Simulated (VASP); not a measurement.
# MgO: single point with PBEsol

The system is MgO, a slab with vacuum.

```
Mg O
1.0
     2.97993    0.00000    0.00000
     0.00000    2.97993    0.00000
     0.00000    0.00000   27.64278
Mg O
7 7
Direct
  0.50000 0.50000 0.27132
  0.00000 0.00000 0.34755
  0.50000 0.50000 0.42377
  0.00000 0.00000 0.50000
  0.50000 0.50000 0.57623
  0.00000 0.00000 0.65245
  0.50000 0.50000 0.72868
  0.00000 0.00000 0.27132
  0.50000 0.50000 0.34755
  0.00000 0.00000 0.42377
  0.50000 0.50000 0.50000
  0.00000 0.00000 0.57623
  0.50000 0.50000 0.65245
  0.00000 0.00000 0.72868
```

```json
{
 "Program": "VASP 6.6.1",
 "Task": "single point",
 "Functional": "PBEsol",
 "Potentials or basis": "VASP PAW PBE potentials, release 64 (Mg, O)",
 "Cutoff": "520 eV",
 "k mesh": "9 × 9 × 1",
 "Occupations": "gaussian, width 0.05 eV",
 "Spin": "no spin polarisation",
 "Dipole correction": "yes",
 "Further INCAR settings": "ALGO = Normal; EDIFF = 1e-06; NBANDS = 41"
}
```

```json
{
  "Largest force": "0.451 eV/Å",
  "Band gap on the k mesh": "3.40 eV"
}
```

Forces in eV/Å, atoms in the order of the input:
```
Mg   0.000  0.000  0.451
Mg   0.000  0.000  0.005
Mg   0.000  0.000 -0.002
Mg   0.000  0.000  0.000
Mg   0.000  0.000  0.002
Mg   0.000  0.000 -0.005
Mg   0.000  0.000 -0.451
O    0.000  0.000 -0.443
O    0.000  0.000  0.003
O    0.000  0.000  0.003
O    0.000  0.000  0.000
O    0.000  0.000 -0.003
O    0.000  0.000 -0.003
O    0.000  0.000  0.443
```

Levels at points of the mesh, in eV from the valence-band top:
```csv
k point,band 24,band 25,band 26,band 27,band 28,band 29,band 30,band 31,band 32,band 33
"(0.00, 0.00, 0.00)",-0.27,-0.13,-0.13,0.00,0.00,3.40,3.45,4.87,5.33,5.48
```

It took 3.8 min on 1 thread of AMD EPYC 7R13 Processor (Zen 3), with other jobs on the host, peak memory 0.36 GiB.

Caveat: the PAW data sets were made with another functional, which shifts forces and pressure a little.
